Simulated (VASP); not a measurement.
The system is Hg.

```
Hg
1.0
     5.46670    0.00000    0.00000
    -2.73335    4.73430    0.00000
     0.00000    0.00000    3.18522
Hg
3
Direct
  0.33333 0.66667 0.50000
  0.66667 0.33333 0.50000
  0.00000 0.00000 0.00000
```

| Item | Value |
| --- | --- |
| Program | VASP 6.6.1 |
| Task | relaxation of cell and atoms |
| Functional | PBE |
| Potentials or basis | VASP PAW PBE potentials, release 64 (Hg) |
| Cutoff | 600 eV |
| k mesh | 9 × 9 × 14 |
| Occupations | gaussian, width 0.1 eV |
| Spin | no spin polarisation |

At the start: pressure 1.1 GPa; volume 27.48 Å³/atom.

How do energy, volume and symmetry change on relaxing?

Over 11 steps the energy falls by 8.2 meV/atom and the volume is 30.01 Å³/atom (+9.2 %); space group P6/mmm (No. 191, to 0.05 Å).

The path:
```csv
step,energy change (eV),largest force (eV/Å),pressure (GPa),volume (Å³)
1,0.0000,0.0000,1.10,82.44
2,-0.0131,0.0000,0.69,84.71
3,-0.0240,0.0000,0.09,89.11
4,-0.0243,0.0000,0.01,89.93
5,-0.0242,0.0000,-0.03,90.13
6,-0.0243,0.0000,0.01,90.11
7,-0.0244,0.0000,-0.04,90.09
8,-0.0244,0.0000,0.00,90.07
9,-0.0245,0.0000,0.03,90.02
10,-0.0245,0.0000,-0.08,90.05
11,-0.0245,0.0000,-0.01,90.03
```

Final structure:
```xyz
3
Lattice="5.5950 0.0000 0.0000 -2.7975 4.8454 0.0000 0.0000 0.0000 3.3211" Properties=species:S:1:pos:R:3 pbc="T T T"
Hg    0.0000    3.2302    1.6606
Hg    2.7975    1.6151    1.6606
Hg    0.0000    0.0000    3.3211
```
